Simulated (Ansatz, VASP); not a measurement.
Given: the input of a run of VASP 6.6.1 on MgO.

Contents of POSCAR:

```
MgO
1.0
    2.9380209034      0.0000000000      0.0000000000
   -1.4690104517      2.5444007392      0.0000000000
    0.0000000000      0.0000000000      2.6796800000
Mg O
1 1
Direct
    0.0000000000      0.0000000000      0.0000000000
    0.3333333333      0.6666666667      0.5000000000
```

The input INCAR.step1:

```
PREC = Accurate ; ENCUT = 520
EDIFF = 1E-5 ; ISMEAR = -1
SIGMA = 0.05 ; LREAL = F
LASPH = T ; NELM = 60
ALGO = Normal ; ISIF = 2
LWAVE = T ; LCHARG = F
GGA = PE ; NBANDS = 11
```

INCAR.step2

```
PREC = Accurate ; ENCUT = 520
EDIFF = 1E-7 ; ISMEAR = -1
SIGMA = 0.05 ; LREAL = F
LASPH = T ; NELM = 60
ALGO = Normal ; ISIF = 2
LWAVE = F ; LCHARG = F
GGA = PE ; LHFCALC = T
AEXX = 0.25 ; PRECFOCK = Normal
ISTART = 1 ; NBANDS = 11
```

The input KPOINTS:

```
regular mesh
0
Gamma
  6 6 6
```

Potentials or basis: VASP PAW PBE potentials, release 64 (Mg, O).

Run with:

```console
$ cat potpaw_PBE.64/Mg/POTCAR potpaw_PBE.64/O/POTCAR > POTCAR
$ cp INCAR.step1 INCAR
$ mpirun -np 1 vasp_std > vasp.out
$ cp INCAR.step2 INCAR
$ mpirun -np 1 vasp_std > vasp.out
```

Question: Set up the same calculation for Ansatz 0.2.0. Potentials there: Ansatz PAW.

Answer: As run (the cutoff follows the program's own potentials):

The input input.yaml:

```yaml
crystal:
  lattice:
    - [2.9380209034, 0.0, 0.0]
    - [-1.4690104517, 2.5444007392, 0.0]
    - [0.0, 0.0, 2.67968]
  atoms:
    - { symbol: Mg, position: [0.0, 0.0, 0.0] }
    - { symbol: O, position: [0.3333333333, 0.6666666667, 0.5] }
hamiltonian:
  xc: pbe0
  pseudopotentials: { kind: paw }
kpoints:
  mp_grid: { grid: [6, 6, 6] }
scf:
  occupations: { method: fermi_dirac, width: 0.05 }
output:
  forces: true
  stress: true
  eigenvalues: true
```

Potentials or basis: Ansatz PAW.

Run with:

```sh
$ ansatz run input.yaml --threads 2 --pin off --max-ram 5632MiB --backend cpu --events-out ev --progress --plain --runs-dir out
```

Both were run:

|  | VASP | Ansatz | Ansatz less VASP |
| --- | --- | --- | --- |
| gap on the k mesh at the Fermi level (eV) | 5.30 | 5.33 | +0.027 |
| least direct gap on the mesh (eV) | 5.73 | 5.75 | +0.019 |
| pressure (GPa) | -6.0 | -5.6 | +0.41 |
| traceless stress, the component that is largest in VASP (GPa) | -0.91 | -0.87 | +0.044 |

VASP's potentials hold 8 valence electrons a cell and Ansatz's 16, so a difference there can come from the potentials and not from the codes.
